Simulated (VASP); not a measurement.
# Ta in VASP: a series of runs

Runs on Ta. Level: PBE. Tasks: single point.

Program: VASP 6.6.1. These are calculated values, not measurements. Logs are shortened: lines on timing, memory, paths and dates and some standing lists are left out, and cuts for length are marked.

**1. The cell of the first run**

It takes space group I4/mmm (No. 139, tetragonal). The conventional cell has a = 3.319 Å, b = 3.319 Å, c = 3.410 Å, α = 90.00°, β = 90.00°, γ = 90.00°. Within 3.8 Å of Ta (site symmetry 4/mmm) lie 14 Ta at 2.90 to 3.41 Å.

**2. Single point, PBE (normal strain along x +0.0275, normal strain along z +0.0000)**

INCAR reads:

```
SYSTEM = Ta
ALGO = Normal ; EDIFF = 1E-6
ENCUT = 520 ; GGA = PE
ISIF = 2 ; ISMEAR = 0
LASPH = .TRUE. ; LCHARG = .TRUE.
LELF = .TRUE. ; LREAL = .FALSE.
LVHAR = .TRUE. ; LWAVE = .FALSE.
NBANDS = 12 ; NELM = 100
PREC = Accurate ; SIGMA = 0.15
```

KPOINTS reads:

```
k-points
0
G
  18 18 18
  0 0 0
```

POSCAR reads:

```
Ta
1.0
   -1.7051193670      1.6594835689      1.6594835689
    1.7051193670     -1.6594835689      1.6594835689
    1.7051193670      1.6594835689     -1.6594835689
Ta
1
Direct
    0.0000000000      0.0000000000      0.0000000000
```

Potentials or basis: VASP PAW PBE potentials, release 64 (Ta_pv).

The run is started by

```
$ cat potpaw_PBE.64/Ta_pv/POTCAR > POTCAR
$ mpirun -np 1 vasp_std > vasp.out
```

OUTCAR:

```text
SYSTEM = Ta
   EDIFF = 1E-6
   ENCUT = 520
   GGA = PE
   ISIF = 2
   ISMEAR = 0
   LASPH = .TRUE.
   LREAL = .FALSE.
   NELM = 100
   PREC = Accurate

 ion  position               nearest neighbor table
   1  0.000  0.000  0.000-

  LATTYP: Found a body centered tetragonal cell.
 ALAT       =     3.3189671378
 C/A-ratio  =     1.0275000000

  Lattice vectors:

 A1 = (  -1.7051193670,   1.6594835689,  -1.6594835689)
 A2 = (  -1.7051193670,  -1.6594835689,   1.6594835689)
 A3 = (   1.7051193670,   1.6594835689,   1.6594835689)

Analysis of symmetry for initial positions (statically):
=====================================================================
 Subroutine PRICEL returns:
 Original cell was already a primitive cell.

 Routine SETGRP: Setting up the symmetry group for a
 body centered tetragonal supercell.

 Subroutine GETGRP returns: Found 16 space group operations
 (whereof 16 operations were pure point group operations)
 out of a pool of 16 trial point group operations.

The static configuration has the point symmetry D_4h.

Analysis of symmetry for dynamics (positions and initial velocities):
=====================================================================
 Subroutine PRICEL returns:
 Original cell was already a primitive cell.

 Routine SETGRP: Setting up the symmetry group for a
 body centered tetragonal supercell.

 Subroutine GETGRP returns: Found 16 space group operations
 (whereof 16 operations were pure point group operations)
 out of a pool of 16 trial point group operations.

The dynamic configuration has the point symmetry D_4h.

 Subroutine INISYM returns: Found 16 space group operations
 (whereof 16 operations are pure point group operations),
 and found     1 'primitive' translations

----------------------------------------------------------------------------------------

                                     Primitive cell

  volume of cell :      18.7828

  direct lattice vectors                    reciprocal lattice vectors
    -1.705119367  1.659483569  1.659483569     0.000000000  0.301298554  0.301298554
     1.705119367 -1.659483569  1.659483569     0.293234603  0.000000000  0.301298554
     1.705119367  1.659483569 -1.659483569     0.293234603  0.301298554  0.000000000

  length of vectors
     2.900897014  2.900897014  2.900897014     0.426100502  0.420437095  0.420437095

  position of ions in fractional coordinates (direct lattice)
     0.000000000  0.000000000  0.000000000

  ion indices of the primitive-cell ions
   primitive index   ion index
                 1           1

----------------------------------------------------------------------------------------

 KPOINTS: k-points

Automatic generation of k-mesh.
 Grid dimensions read from file:
 generate k-points for:   18   18   18

 Generating k-lattice:

  Cartesian coordinates                     Fractional coordinates (reciprocal lattice)
     0.000000000  0.016738809  0.016738809     0.055555556  0.000000000  0.000000000
     0.016290811  0.000000000  0.016738809     0.000000000  0.055555556  0.000000000
     0.016290811  0.016738809  0.000000000     0.000000000  0.000000000  0.055555556

  Length of vectors
     0.023672250  0.023357616  0.023357616

  Shift w.r.t. Gamma in fractional coordinates (k-lattice)
     0.000000000  0.000000000  0.000000000

 Subroutine IBZKPT returns following result:
 ===========================================

 Found    480 irreducible k-points:

 Following reciprocal coordinates:
            Coordinates               Weight
  0.000000  0.000000  0.000000      1.000000
  0.055556  0.000000  0.000000      4.000000
  0.111111  0.000000  0.000000      4.000000
  0.166667  0.000000  0.000000      4.000000
  0.222222  0.000000  0.000000      4.000000
  0.277778  0.000000  0.000000      4.000000
[... 16 lines left out ...]
  0.166667  0.111111 -0.000000     16.000000
  0.222222  0.111111  0.000000     16.000000
 [... further k-points ...]
   k-points           NKPTS =    480   k-points in BZ     NKDIM =    480   number of bands    NBANDS=     12
   number of dos      NEDOS =    301   number of ions     NIONS =      1
   total plane-waves  NPLWV =  13824
   dimension x,y,z NGX =    24 NGY =   24 NGZ =   24
   dimension x,y,z NGXF=    48 NGYF=   48 NGZF=   48
   ions per type =               1
   NGX,Y,Z   is equivalent  to a cutoff of  13.75, 13.75, 13.75 a.u.
   NGXF,Y,Z  is equivalent  to a cutoff of  27.51, 27.51, 27.51 a.u.
 SYSTEM =  Ta
   PREC   = accura    normal or accurate (medium, high low for compatibility)
   ISTART =      0    job   : 0-new  1-cont  2-samecut
   ICHARG =      2    charge: 1-file 2-atom 10-const
   ISPIN  =      1    spin polarized calculation?
   LNONCOLLINEAR =      F non collinear calculations
   LSORBIT =      F    spin-orbit coupling
   LASPH  =      T    aspherical Exc in radial PAW
   ENCUT  =  520.0 eV  38.22 Ry    6.18 a.u.   5.39  5.39  5.39*2*pi/ulx,y,z
   NELM   =    100;   NELMIN=  2; NELMDL= -5     # of ELM steps
   EDIFF  = 0.1E-05   stopping-criterion for ELM
   LREAL  =      F    real-space projection
   EDIFFG = 0.1E-04   stopping-criterion for IOM
   NSW    =      0    number of steps for IOM
   IBRION =     -1    ionic relax: 0-MD 1-quasi-New 2-CG
   NFREE  =      0    steps in history (QN), initial steepest desc. (CG)
   ISIF   =      2    stress and relaxation
   ISYM   =      2    0-nonsym 1-usesym 2-fastsym
   POTIM  = 0.5000    time-step for ionic-motion
   TEBEG  =    0.0;   TEEND  =   0.0 temperature during run
   PSTRESS=    0.0 pullay stress
   NELECT =      11.0000    total number of electrons
   NUPDOWN=      -1.0000    fix difference up-down
   EMIN   =  10.00;   EMAX   =-10.00  energy-range for DOS
   EFERMI =   0.00;   METHOD = LEGACY
   ISMEAR =     0;   SIGMA  =   0.15  broadening in eV -4-tet -1-fermi 0-gaus
   EFERMI_NEDOS =   21; number of points for ismear=-14 and -15
   IALGO  =     38    algorithm
   IMIX   =      4    mixing-type and parameters
     AMIX     =   0.40;   BMIX     =  1.00
     AMIX_MAG =   1.60;   BMIX_MAG =  1.00
  volume/ion in A,a.u.               =      18.78       126.75
  Fermi-wavevector in a.u.,A,eV,Ry     =   1.369679  2.588318 25.524813  1.876021
  Thomas-Fermi vector in A             =   2.495533
   LORBIT       =      0    0 simple, 1 ext, 2 COOP (PROOUT), +10 PAW based schemes
   GGA     = PE    functional components
   LHFCALC =     F    Hartree Fock is set to
   AEXX    =    0.0000 exact exchange contribution
   IVDW    =     0    specifies the selected vdW correction
   LEPSILON=     F    determine dielectric tensor
   LRPA    =     F    only Hartree local field effects (RPA)
 non-spin polarized calculation
 Gauss-broadening in eV      SIGMA  =   0.15
  energy-cutoff  :      520.00
  volume of cell :       18.78
 maximum number of plane-waves:       531
 NGX is ok and might be reduce to    24
   NGX = 11   NGY = 11   NGZ = 11

 number of electron      10.9999999 magnetization

 Free energy of the ion-electron system (eV)
  ---------------------------------------------------
  ext. energy  EPLUGINS =         0.00000000
  ---------------------------------------------------
  free energy    TOTEN  =       -11.81000088 eV

  energy without entropy =      -11.79479029  energy(sigma->0) =      -11.80239559

 E-fermi :   5.1606     XC(G=0): -12.4052

 val. band max:        5.1579431869   @ k =   0.3333   0.1667   0.1111
 cond. band min:       5.1655589551   @ k =  -0.3333   0.3889   0.0000
 fundamental gap:      0.0076157681
 Fermi energy:         5.1605927869

 k-point     1 :       0.0000    0.0000    0.0000
  band No.  band energies     occupation
      1     -28.0903      2.00000
      2     -28.0851      2.00000
      3     -28.0851      2.00000
      4      -2.6016      2.00000
      5       5.7831      0.00000
      6       5.7831      0.00000
      7       6.1040      0.00000
      8       8.7831      0.00000
      9       9.2202      0.00000
     10      19.6577      0.00000
     11      19.7029      0.00000
     12      20.1312      0.00000

 k-point     2 :       0.0556    0.0000    0.0000
  band No.  band energies     occupation
      1     -28.1183      2.00000
      2     -28.1012      2.00000
      3     -28.0858      2.00000
      4      -2.4676      2.00000
      5       5.6921      0.00000
      6       5.9127      0.00000
      7       6.0717      0.00000
      8       8.7925      0.00000
      9       9.0798      0.00000
     10      19.7027      0.00000
     11      19.8976      0.00000
     12      20.2471      0.00000

 k-point     3 :       0.1111    0.0000    0.0000
  band No.  band energies     occupation
      1     -28.2128      2.00000
      2     -28.1321      2.00000
      3     -28.0875      2.00000
      4      -2.0784      2.00000
      5       5.4419      0.00799
      6       5.9430      0.00000
      7       6.2974      0.00000
      8       8.7890      0.00000
      9       8.8263      0.00000
     10      19.7025      0.00000
     11      20.5345      0.00000
     12      20.5928      0.00000
[... 286 lines left out ...]
 k-point    23 :       0.1667    0.1111   -0.0000
  band No.  band energies     occupation
      1     -28.5780      2.00000
      2     -28.2316      2.00000
      3     -28.1310      2.00000
      4      -0.4135      2.00000
      5       4.6910      1.99999
      6       5.0127      1.83681
      7       8.0948      0.00000
      8       8.3484      0.00000
      9       9.4264      0.00000
     10      19.6987      0.00000
     11      20.8374      0.00000
     12      21.6721      0.00000

 k-point    24 :       0.2222    0.1111    0.0000
  band No.  band energies     occupation
      1     -28.7271      2.00000
      2     -28.3012      2.00000
      3     -28.1376      2.00000
      4       0.3411      2.00000
      5       4.3226      2.00000
      6       4.7801      1.99967
      7       8.3047      0.00000
      8       9.3539      0.00000
      9       9.6211      0.00000
     10      19.5708      0.00000
     11      19.7392      0.00000
     12      21.1350      0.00000

 [... further k-points ...]
[... 5 lines left out ...]
  --------------------------------------------------------------------------------------
  -------------------------------------------------------------------------------------
  Total       -0.7679362     -0.4696827     -0.4696827      0.0000000      0.0000000      0.0000000
  in kB      -65.5050865    -40.0640117    -40.0640117      0.0000000      0.0000000      0.0000000
  external PRESSURE =     -48.5443700 kB  Pullay stress =       0.0000000 kB

 VOLUME and BASIS-vectors are now :
 -----------------------------------------------------------------------------
  energy-cutoff  :      520.00
  volume of cell :       18.78
      direct lattice vectors                 reciprocal lattice vectors
    -1.705119367  1.659483569  1.659483569     0.000000000  0.301298554  0.301298554
     1.705119367 -1.659483569  1.659483569     0.293234603  0.000000000  0.301298554
     1.705119367  1.659483569 -1.659483569     0.293234603  0.301298554  0.000000000

 POSITION                                       TOTAL-FORCE (eV/Angst)
 -----------------------------------------------------------------------------------
      0.00000      0.00000      0.00000         0.000000     -0.000000      0.000000
 -----------------------------------------------------------------------------------
    total drift:                                0.000000      0.000000      0.000000

  FREE ENERGIE OF THE ION-ELECTRON SYSTEM (eV)
  ---------------------------------------------------
  free  energy   TOTEN  =       -11.8100008797 eV

  energy  without entropy=      -11.7947902912  energy(sigma->0) =      -11.80239559
```

Run time: 47 s. Hardware: 1 thread of Intel Xeon 6975P-C, shared host; peak memory 0.23 GiB.

What came out:

- Free energy: -11.8100 eV
- Pressure: -4.9 GPa

Caveat: the cell differs from its parent crystal (normal strain along x +0.0275, normal strain along z +0.0000); spin-orbit coupling is left out, which moves the levels of the heavy elements.

**3. Single point, PBE (normal strain along x +0.0275, normal strain along z +0.0375)**

INCAR reads:

```
ALGO     = Fast           # electronic algorithm
EDIFF    = 1E-7           # SCF threshold, eV
ENCUT    = 520            # plane-wave cutoff, eV
GGA      = PE             # functional
ISIF     = 2              # what is computed and relaxed
ISMEAR   = 0              # smearing method
LASPH    = T              # aspherical terms in the spheres
LCHARG   = F              # write CHGCAR
LREAL    = F              # projectors in reciprocal space
LWAVE    = F              # write WAVECAR
NBANDS   = 12             # bands
NELM     = 100            # most SCF steps
PREC     = Accurate       # precision mode
SIGMA    = 0.15           # smearing width, eV
```

KPOINTS reads:

```
k-points
0
Gamma
  18 18 18
```

POSCAR reads:

```
Ta
1.0
   -1.7051193670      1.6594835689      1.7217142027
    1.7051193670     -1.6594835689      1.7217142027
    1.7051193670      1.6594835689     -1.7217142027
Ta
1
Direct
    0.0000000000      0.0000000000      0.0000000000
```

Potentials or basis: VASP PAW PBE potentials, release 64 (Ta_pv).

The run is started by

```
$ cat potpaw_PBE.64/Ta_pv/POTCAR > POTCAR
$ mpirun -np 1 vasp_std > vasp.out
```

OUTCAR:

```text
EDIFF = 1E-7
   ENCUT = 520
   GGA = PE
   ISIF = 2
   ISMEAR = 0
   LASPH = T
   LREAL = F
   NELM = 100
   PREC = Accurate

 ion  position               nearest neighbor table
   1  0.000  0.000  0.000-

  LATTYP: Found a body centered orthorhombic cell.
 ALAT       =     3.3189671378
 B/A-ratio  =     1.0275000000
 C/A-ratio  =     1.0375000000

  Lattice vectors:

 A1 = (   1.7051193670,  -1.6594835689,  -1.7217142027)
 A2 = (  -1.7051193670,   1.6594835689,  -1.7217142027)
 A3 = (   1.7051193670,   1.6594835689,   1.7217142027)
[... 541 lines left out ...]

 [... further k-points ...]

------------------------ aborting loop because EDIFF is reached ----------------------------------------

  FORCE on cell =-STRESS in cart. coord.  units (eV):
  Direction    XX          YY          ZZ          XY          YZ          ZX
  --------------------------------------------------------------------------------------
  -------------------------------------------------------------------------------------
  Total       -1.3663004     -1.1310719     -1.4650297     -0.0000000      0.0000000      0.0000000
  in kB     -112.3331603    -92.9933751   -120.4503947     -0.0000000      0.0000000      0.0000000
  external PRESSURE =    -108.5923101 kB  Pullay stress =       0.0000000 kB

 VOLUME and BASIS-vectors are now :
 -----------------------------------------------------------------------------
  energy-cutoff  :      520.00
  volume of cell :       19.49
      direct lattice vectors                 reciprocal lattice vectors
    -1.705119367  1.659483569  1.721714203     0.000000000  0.301298554  0.290408245
     1.705119367 -1.659483569  1.721714203     0.293234603  0.000000000  0.290408245
     1.705119367  1.659483569 -1.721714203     0.293234603  0.301298554  0.000000000

 POSITION                                       TOTAL-FORCE (eV/Angst)
 -----------------------------------------------------------------------------------
      0.00000      0.00000      0.00000         0.000000     -0.000000     -0.000000
 -----------------------------------------------------------------------------------
    total drift:                               -0.000000      0.000000      0.000000

  FREE ENERGIE OF THE ION-ELECTRON SYSTEM (eV)
  ---------------------------------------------------
  free  energy   TOTEN  =       -11.7742662301 eV

  energy  without entropy=      -11.7582793307  energy(sigma->0) =      -11.76627278
```

OSZICAR:

```text
N       E                     dE             d eps       ncg     rms          rms(c)
DAV:   1     0.612480307090E+02    0.61248E+02   -0.61056E+03 20760   0.864E+02
DAV:   2    -0.112341227402E+02   -0.72482E+02   -0.70753E+02 23428   0.243E+02
DAV:   3    -0.122988804399E+02   -0.10648E+01   -0.10515E+01 25000   0.276E+01
DAV:   4    -0.123021546085E+02   -0.32742E-02   -0.32737E-02 23160   0.168E+00
DAV:   5    -0.123021679724E+02   -0.13364E-04   -0.13364E-04 25096   0.101E-01    0.117E+01
RMM:   6    -0.118892638246E+02    0.41290E+00   -0.29643E-01 22211   0.447E+00    0.550E+00
RMM:   7    -0.117742952998E+02    0.11497E+00   -0.29197E-01 23038   0.432E+00    0.386E-01
RMM:   8    -0.117741855245E+02    0.10978E-03   -0.13200E-02 24385   0.102E+00    0.307E-01
RMM:   9    -0.117742737196E+02   -0.88195E-04   -0.21241E-03 25662   0.392E-01    0.696E-02
RMM:  10    -0.117742570928E+02    0.16627E-04   -0.33108E-04 26028   0.142E-01    0.109E-02
RMM:  11    -0.117742632269E+02   -0.61341E-05   -0.86069E-05 27718   0.604E-02    0.961E-03
RMM:  12    -0.117742646260E+02   -0.13991E-05   -0.15899E-05 29063   0.228E-02    0.275E-02
RMM:  13    -0.117742657774E+02   -0.11514E-05   -0.36517E-06 25974   0.963E-03    0.152E-02
RMM:  14    -0.117742660453E+02   -0.26784E-06   -0.60322E-07 21355   0.385E-03    0.106E-02
RMM:  15    -0.117742662559E+02   -0.21064E-06   -0.22282E-07 17803   0.202E-03    0.541E-03
RMM:  16    -0.117742662301E+02    0.25859E-07   -0.42130E-08 16398   0.138E-03
   1 F= -.11774266E+02 E0= -.11766273E+02  d E =-.159869E-01
```

Wall time 2.2 min (1 thread of Intel Xeon 6975P-C, shared host); peak memory 0.3 GiB.

What came out:

```
Free energy : -11.7743 eV
Pressure    : -10.9 GPa
```

Levels at points of the mesh, in eV from the Fermi level:
```
           k point  band 2  band 3  band 4  band 5  band 6  band 7  band 8  band 9  band 10  band 11
(0.00, 0.00, 0.00)  -33.40  -33.39   -7.62    0.47    0.80    0.90    3.44    3.97    14.38    14.54
(0.50, 0.00, 0.00)  -33.70  -33.40   -4.04   -1.40    1.30    3.56    4.63    7.04    10.52    11.54
(0.00, 0.50, 0.00)  -33.67  -33.39   -4.08   -1.07    1.12    3.22    4.33    6.98    10.37    11.71
(0.50, 0.50, 0.00)  -33.70  -33.41   -4.03   -1.52    1.36    3.73    4.67    7.07    10.58    11.48
(0.50, 0.50, 0.50)  -34.04  -33.99   -3.41   -3.33    6.14    6.18    6.28    7.58     7.82     8.51
```

Caveat: the cell differs from its parent crystal (normal strain along x +0.0275, normal strain along z +0.0375); spin-orbit coupling is left out, which moves the levels of the heavy elements.

**4. Single point, PBE (normal strain along x +0.0550, normal strain along z +0.0375)**

INCAR reads:

```
  PREC = Accurate
  ENCUT = 520
  EDIFF = 1E-7
  ISMEAR = 0
  SIGMA = 0.15
  LREAL = False
  LASPH = True
  NELM = 60
  ALGO = Fast
  ISIF = 2
  LWAVE = False
  LCHARG = False
  GGA = PE
  NBANDS = 12
```

KPOINTS reads:

```
Automatic mesh
0
Gamma
  18 18 18
```

POSCAR reads:

```
Ta
1.0
   -1.7507551652      1.6594835689      1.7217142027
    1.7507551652     -1.6594835689      1.7217142027
    1.7507551652      1.6594835689     -1.7217142027
Ta
1
Direct
    0.0000000000      0.0000000000      0.0000000000
```

The run is started by

```
$ cat potpaw_PBE.64/Ta_pv/POTCAR > POTCAR
$ mpirun -np 1 vasp_std > vasp.out
```

Wall time 2.3 min (1 thread of Intel Xeon 6975P-C, shared host); peak memory 0.31 GiB.

The run converged. Its results:

```yaml
Free_energy: -11.7295 eV
Pressure: -14.6 GPa
```

Stress tensor (GPa, compression positive):
```
-16.24   0.00   0.00
  0.00 -12.58   0.00
  0.00   0.00 -14.97
```

Levels at points of the mesh, in eV from the Fermi level:
```csv
k point,band 4,band 5,band 6,band 7,band 8,band 9
"(0.00, 0.00, 0.00)",-7.52,0.38,0.81,0.98,3.23,3.95
"(0.50, 0.00, 0.00)",-3.92,-1.54,1.32,3.69,4.63,6.83
"(0.00, 0.50, 0.00)",-3.99,-0.91,0.97,2.98,4.14,6.71
"(0.50, 0.50, 0.00)",-3.94,-1.35,1.21,3.38,4.58,6.78
"(0.50, 0.50, 0.50)",-3.29,-3.18,5.91,5.97,6.10,7.17
```

Caveat: the cell differs from its parent crystal (normal strain along x +0.0550, normal strain along z +0.0375); spin-orbit coupling is left out, which moves the levels of the heavy elements.

**5. The runs side by side**

```tsv
cell	gap on the mesh (eV)	pressure (GPa)
a = 2.901 Å, angles 108.0, 110.2, 110.2°, 1 atom	none	-4.9
a = 2.937 Å, angles 109.0, 111.2, 108.2°, 1 atom	none	-10.9
a = 2.964 Å, angles 107.6, 111.9, 109.0°, 1 atom	none	-14.6
```

Alike in all rows: task single point; level PBE; potentials or basis VASP PAW PBE potentials, release 64 (Ta_pv); no spin polarisation; k mesh 18 × 18 × 18; cutoff (eV) 520; smearing gaussian 0.15 eV.

Caveats: spin-orbit coupling is left out, which moves the levels of the heavy elements.

Total energies depend on the potentials used, so only differences within one code and one set of settings carry meaning.
